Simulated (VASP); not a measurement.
# Si3Sb (Pm-3m) in VASP: further runs

The runs below take Si3Sb through single point, relaxation of cell and atoms, with r2SCAN.

Program: VASP 6.6.1. These are calculated values, not measurements. Logs are shortened: lines on timing, memory, paths and dates and some standing lists are left out, and cuts for length are marked.

### Step 1. The cell of the first run

Symmetry: Pm-3m, No. 221, cubic system. Conventional cell: a = 4.213 Å, b = 4.213 Å, c = 4.213 Å, α = 90.00°, β = 90.00°, γ = 90.00°. Si (site symmetry 4/mmm) has 8 Si at 2.98 Å and 4 Sb at 2.98 Å within 3.9 Å. Within 3.9 Å of Sb (site symmetry m-3m) lie 12 Si at 2.98 Å.

### Step 2. Single point, r2SCAN

Contents of POSCAR:

```
Si3Sb
1.0
    4.2126452856      0.0000000000      0.0000000000
    0.0000000000      4.2126452856      0.0000000000
    0.0000000000      0.0000000000      4.2126452856
Si Sb
3 1
Direct
    0.0000000000      0.5000000000      0.5000000000
    0.5000000000      0.0000000000      0.5000000000
    0.5000000000      0.5000000000      0.0000000000
    0.0000000000      0.0000000000      0.0000000000
```

Contents of INCAR.step1:

```
PREC     = Accurate       # precision mode
ENCUT    = 520            # plane-wave cutoff, eV
ISMEAR   = 0              # smearing method
SIGMA    = 0.1            # smearing width, eV
LREAL    = F              # projectors in reciprocal space
LASPH    = T              # aspherical terms in the spheres
NELM     = 100            # most SCF steps
NBANDS   = 16             # bands
GGA      = PE             # functional
ALGO     = Normal         # electronic algorithm
EDIFF    = 1E-4           # SCF threshold, eV
LWAVE    = T              # write WAVECAR
LCHARG   = F              # write CHGCAR
```

Contents of INCAR.step2:

```
PREC     = Accurate       # precision mode
ENCUT    = 520            # plane-wave cutoff, eV
EDIFF    = 1E-6           # SCF threshold, eV
ISMEAR   = 0              # smearing method
SIGMA    = 0.1            # smearing width, eV
LREAL    = F              # projectors in reciprocal space
LASPH    = T              # aspherical terms in the spheres
NELM     = 100            # most SCF steps
ALGO     = Normal         # electronic algorithm
ISIF     = 2              # what is computed and relaxed
LWAVE    = F              # write WAVECAR
LCHARG   = F              # write CHGCAR
METAGGA  = R2SCAN         # meta-GGA
LMIXTAU  = T            
NBANDS   = 16             # bands
ISTART   = 1
```

Contents of KPOINTS:

```
Automatic mesh
0
Gamma
  4 4 4
```

Potentials or basis: VASP PAW PBE potentials, release 64 (Si, Sb).

On the command line:

```sh
cat potpaw_PBE.64/Si/POTCAR potpaw_PBE.64/Sb/POTCAR > POTCAR
cp INCAR.step1 INCAR
mpirun -np 1 vasp_std > vasp.out
cp INCAR.step2 INCAR
mpirun -np 1 vasp_std > vasp.out
```

OUTCAR:

```text
PREC = Accurate
   ENCUT = 520
   EDIFF = 1E-6
   ISMEAR = 0
   LREAL = F
   LASPH = T
   NELM = 100
   ISIF = 2
   METAGGA = R2SCAN
   ISTART = 1

 ion  position               nearest neighbor table
   1  0.000  0.500  0.500-   2 2.98   3 2.98   4 2.98   3 2.98   4 2.98   2 2.98   4 2.98   4 2.98
                             2 2.98   3 2.98   3 2.98   2 2.98
   2  0.500  0.000  0.500-   1 2.98   3 2.98   4 2.98   3 2.98   4 2.98   1 2.98   3 2.98   3 2.98
                             1 2.98   4 2.98   4 2.98   1 2.98
   3  0.500  0.500  0.000-   1 2.98   2 2.98   4 2.98   1 2.98   2 2.98   2 2.98   4 2.98   2 2.98
                             1 2.98   4 2.98   1 2.98   4 2.98
   4  0.000  0.000  0.000-   1 2.98   2 2.98   3 2.98   1 2.98   2 2.98   1 2.98   3 2.98   1 2.98
                             2 2.98   3 2.98   2 2.98   3 2.98

  LATTYP: Found a simple cubic cell.
 ALAT       =     4.2126452856

  Lattice vectors:

 A1 = (   4.2126452856,   0.0000000000,   0.0000000000)
 A2 = (   0.0000000000,   4.2126452856,   0.0000000000)
 A3 = (   0.0000000000,   0.0000000000,   4.2126452856)

Analysis of symmetry for initial positions (statically):
=====================================================================
 Subroutine PRICEL returns:
 Original cell was already a primitive cell.

 Routine SETGRP: Setting up the symmetry group for a
 simple cubic supercell.

 Subroutine GETGRP returns: Found 48 space group operations
 (whereof 48 operations were pure point group operations)
 out of a pool of 48 trial point group operations.

The static configuration has the point symmetry O_h .

Analysis of symmetry for dynamics (positions and initial velocities):
=====================================================================
 Subroutine PRICEL returns:
 Original cell was already a primitive cell.

 Routine SETGRP: Setting up the symmetry group for a
 simple cubic supercell.

 Subroutine GETGRP returns: Found 48 space group operations
 (whereof 48 operations were pure point group operations)
 out of a pool of 48 trial point group operations.

The dynamic configuration has the point symmetry O_h .

 Subroutine INISYM returns: Found 48 space group operations
 (whereof 48 operations are pure point group operations),
 and found     1 'primitive' translations

----------------------------------------------------------------------------------------

                                     Primitive cell

  volume of cell :      74.7592

  direct lattice vectors                    reciprocal lattice vectors
     4.212645286  0.000000000  0.000000000     0.237380537  0.000000000  0.000000000
     0.000000000  4.212645286  0.000000000     0.000000000  0.237380537  0.000000000
     0.000000000  0.000000000  4.212645286     0.000000000  0.000000000  0.237380537

  length of vectors
     4.212645286  4.212645286  4.212645286     0.237380537  0.237380537  0.237380537

  position of ions in fractional coordinates (direct lattice)
     0.000000000  0.500000000  0.500000000
     0.500000000  0.000000000  0.500000000
     0.500000000  0.500000000  0.000000000
     0.000000000  0.000000000  0.000000000

  ion indices of the primitive-cell ions
   primitive index   ion index
                 1           1
                 2           2
                 3           3
                 4           4

----------------------------------------------------------------------------------------

 KPOINTS: Automatic mesh

Automatic generation of k-mesh.
 Grid dimensions read from file:
 generate k-points for:    4    4    4

 Generating k-lattice:

  Cartesian coordinates                     Fractional coordinates (reciprocal lattice)
     0.059345134  0.000000000  0.000000000     0.250000000  0.000000000  0.000000000
     0.000000000  0.059345134  0.000000000     0.000000000  0.250000000  0.000000000
     0.000000000  0.000000000  0.059345134     0.000000000  0.000000000  0.250000000

  Length of vectors
     0.059345134  0.059345134  0.059345134

  Shift w.r.t. Gamma in fractional coordinates (k-lattice)
     0.000000000  0.000000000  0.000000000

 Subroutine IBZKPT returns following result:
 ===========================================

 Found     10 irreducible k-points:

 Following reciprocal coordinates:
            Coordinates               Weight
  0.000000  0.000000  0.000000      1.000000
  0.250000  0.000000  0.000000      6.000000
  0.500000  0.000000  0.000000      3.000000
  0.250000  0.250000  0.000000     12.000000
  0.500000  0.250000  0.000000     12.000000
  0.500000  0.500000  0.000000      3.000000
  0.250000  0.250000  0.250000      8.000000
  0.500000  0.250000  0.250000     12.000000
  0.500000  0.500000  0.250000      6.000000
  0.500000  0.500000  0.500000      1.000000
   k-points           NKPTS =     10   k-points in BZ     NKDIM =     10   number of bands    NBANDS=     16
   number of dos      NEDOS =    301   number of ions     NIONS =      4
   total plane-waves  NPLWV =  32768
   dimension x,y,z NGX =    32 NGY =   32 NGZ =   32
   dimension x,y,z NGXF=    64 NGYF=   64 NGZF=   64
   ions per type =               3   1
   NGX,Y,Z   is equivalent  to a cutoff of  12.63, 12.63, 12.63 a.u.
   NGXF,Y,Z  is equivalent  to a cutoff of  25.26, 25.26, 25.26 a.u.
 SYSTEM =  unknown system
   PREC   = accura    normal or accurate (medium, high low for compatibility)
   ISTART =      1    job   : 0-new  1-cont  2-samecut
   ICHARG =      0    charge: 1-file 2-atom 10-const
   ISPIN  =      1    spin polarized calculation?
   LNONCOLLINEAR =      F non collinear calculations
   LSORBIT =      F    spin-orbit coupling
   LASPH  =      T    aspherical Exc in radial PAW
   ENCUT  =  520.0 eV  38.22 Ry    6.18 a.u.   7.83  7.83  7.83*2*pi/ulx,y,z
   NELM   =    100;   NELMIN=  2; NELMDL=  0     # of ELM steps
   EDIFF  = 0.1E-05   stopping-criterion for ELM
   LREAL  =      F    real-space projection
   EDIFFG = 0.1E-04   stopping-criterion for IOM
   NSW    =      0    number of steps for IOM
   IBRION =     -1    ionic relax: 0-MD 1-quasi-New 2-CG
   NFREE  =      0    steps in history (QN), initial steepest desc. (CG)
   ISIF   =      2    stress and relaxation
   ISYM   =      2    0-nonsym 1-usesym 2-fastsym
   POTIM  = 0.5000    time-step for ionic-motion
   TEBEG  =    0.0;   TEEND  =   0.0 temperature during run
   PSTRESS=    0.0 pullay stress
   NELECT =      17.0000    total number of electrons
   NUPDOWN=      -1.0000    fix difference up-down
   EMIN   =  10.00;   EMAX   =-10.00  energy-range for DOS
   EFERMI =   0.00;   METHOD = LEGACY
   ISMEAR =     0;   SIGMA  =   0.10  broadening in eV -4-tet -1-fermi 0-gaus
   EFERMI_NEDOS =   21; number of points for ismear=-14 and -15
   IALGO  =     38    algorithm
   IMIX   =      4    mixing-type and parameters
     AMIX     =   0.40;   BMIX     =  1.00
     AMIX_MAG =   1.60;   BMIX_MAG =  1.00
  volume/ion in A,a.u.               =      18.69       126.13
  Fermi-wavevector in a.u.,A,eV,Ry     =   0.999239  1.888289 13.585139  0.998480
  Thomas-Fermi vector in A             =   2.131516
   LORBIT       =      0    0 simple, 1 ext, 2 COOP (PROOUT), +10 PAW based schemes
   METAGGA = R2SCAN    functional components
   LHFCALC =     F    Hartree Fock is set to
   AEXX    =    0.0000 exact exchange contribution
   IVDW    =     0    specifies the selected vdW correction
   LEPSILON=     F    determine dielectric tensor
   LRPA    =     F    only Hartree local field effects (RPA)
 non-spin polarized calculation
 Gauss-broadening in eV      SIGMA  =   0.10
  energy-cutoff  :      520.00
  volume of cell :       74.76
 maximum number of plane-waves:      2040
 NGX is ok and might be reduce to    32
   NGX = 15   NGY = 15   NGZ = 15

 number of electron      17.0000000 magnetization

 Free energy of the ion-electron system (eV)
  ---------------------------------------------------
  ext. energy  EPLUGINS =         0.00000000
  ---------------------------------------------------
  free energy    TOTEN  =       -48.31071337 eV

  energy without entropy =      -48.29306578  energy(sigma->0) =      -48.30188958

 E-fermi :   9.0075     XC(G=0): -11.2979

 val. band max:        8.8903618458   @ k =   0.2500   0.2500   0.0000
 cond. band min:       9.0346800913   @ k =   0.2500   0.2500   0.0000
 fundamental gap:      0.1443182455
 Fermi energy:         9.0075132803

 k-point     1 :       0.0000    0.0000    0.0000
  band No.  band energies     occupation
      1      -5.3875      2.00000
      2       2.8183      2.00000
      3       3.5137      2.00000
      4       3.5137      2.00000
      5       3.5137      2.00000
      6       3.8261      2.00000
[... 8 lines left out ...]
     15      13.7350      0.00000
     16      13.7350      0.00000

 k-point     2 :       0.2500    0.0000    0.0000
  band No.  band energies     occupation
      1      -4.8513      2.00000
      2      -0.2981      2.00000
      3       3.5563      2.00000
      4       4.0610      2.00000
      5       4.0610      2.00000
      6       4.1859      2.00000
[... 8 lines left out ...]
     15      15.4889      0.00000
     16      15.5675      0.00000

 k-point     3 :       0.5000    0.0000    0.0000
  band No.  band energies     occupation
      1      -3.6580      2.00000
      2      -2.5680      2.00000
      3       4.0860      2.00000
      4       4.7132      2.00000
      5       5.3707      2.00000
      6       5.3707      2.00000
[... 8 lines left out ...]
     15      13.2377      0.00000
     16      13.2377      0.00000
[... 96 lines left out ...]
 k-point     9 :       0.5000    0.5000    0.2500
  band No.  band energies     occupation
      1      -1.6578      2.00000
      2      -0.0777      2.00000
      3      -0.0777      2.00000
      4       0.3110      2.00000
      5       3.8614      2.00000
      6       4.3750      2.00000
[... 8 lines left out ...]
     15      15.3244      0.00000
     16      15.3244      0.00000

 k-point    10 :       0.5000    0.5000    0.5000
  band No.  band energies     occupation
      1      -0.9657      2.00000
      2       1.2050      2.00000
      3       1.2050      2.00000
      4       1.2050      2.00000
      5       2.0460      2.00000
      6       2.0460      2.00000
[... 8 lines left out ...]
     15      16.0710      0.00000
     16      16.0710      0.00000

------------------------ aborting loop because EDIFF is reached ----------------------------------------

  FORCE on cell =-STRESS in cart. coord.  units (eV):
  Direction    XX          YY          ZZ          XY          YZ          ZX
  --------------------------------------------------------------------------------------
  -------------------------------------------------------------------------------------
  Total       -0.0828528     -0.0828528     -0.0828528      0.0000000     -0.0000000     -0.0000000
  in kB       -1.7756330     -1.7756330     -1.7756330      0.0000000     -0.0000000     -0.0000000
  external PRESSURE =      -1.7756330 kB  Pullay stress =       0.0000000 kB

 VOLUME and BASIS-vectors are now :
 -----------------------------------------------------------------------------
  energy-cutoff  :      520.00
  volume of cell :       74.76
      direct lattice vectors                 reciprocal lattice vectors
     4.212645286  0.000000000  0.000000000     0.237380537  0.000000000  0.000000000
     0.000000000  4.212645286  0.000000000     0.000000000  0.237380537  0.000000000
     0.000000000  0.000000000  4.212645286     0.000000000  0.000000000  0.237380537

 POSITION                                       TOTAL-FORCE (eV/Angst)
 -----------------------------------------------------------------------------------
      0.00000      2.10632      2.10632         0.000000      0.000000      0.000000
      2.10632      0.00000      2.10632         0.000000      0.000000      0.000000
      2.10632      2.10632      0.00000         0.000000      0.000000      0.000000
      0.00000      0.00000      0.00000         0.000000      0.000000      0.000000
 -----------------------------------------------------------------------------------
    total drift:                               -0.000000     -0.000000     -0.000000

  FREE ENERGIE OF THE ION-ELECTRON SYSTEM (eV)
  ---------------------------------------------------
  free  energy   TOTEN  =       -48.3107133743 eV

  energy  without entropy=      -48.2930657761  energy(sigma->0) =      -48.30188958
```

It took 58 s on 1 thread of Intel Xeon 8259CL, shared host; peak memory 0.19 GiB.

Results:

| Item | Value |
| --- | --- |
| Free energy | -48.3107 eV |
| Pressure | -0.2 GPa |
| Band gap on the k mesh | zero (an odd number of electrons rules out a gap without spin polarisation) |

Levels at points of the mesh, in eV from the Fermi level:
```
           k point  band 4  band 5  band 6  band 7  band 8  band 9  band 10  band 11  band 12  band 13
(0.00, 0.00, 0.00)   -5.49   -5.49   -5.18   -5.18    1.89    1.89     1.89     2.18     2.18     2.18
(0.50, 0.00, 0.00)   -4.29   -3.64   -3.64   -2.88   -2.88   -1.43    -1.27     3.93     3.96     3.96
(0.50, 0.50, 0.00)   -9.17   -1.72   -1.10   -1.10   -1.03   -0.90    -0.90    -0.82    -0.57     5.81
(0.50, 0.50, 0.50)   -7.80   -6.96   -6.96   -6.96   -6.07    6.17     6.17     6.17     6.70     6.70
```

Caveat: the k points lie up to 0.37 Å⁻¹ apart, too coarse for converged energies and pressures of a metal; the PAW data sets were made with another functional, which shifts forces and pressure a little; spin-orbit coupling is left out, which moves the levels of the heavy elements.

(Continued in part 2 of 2.)
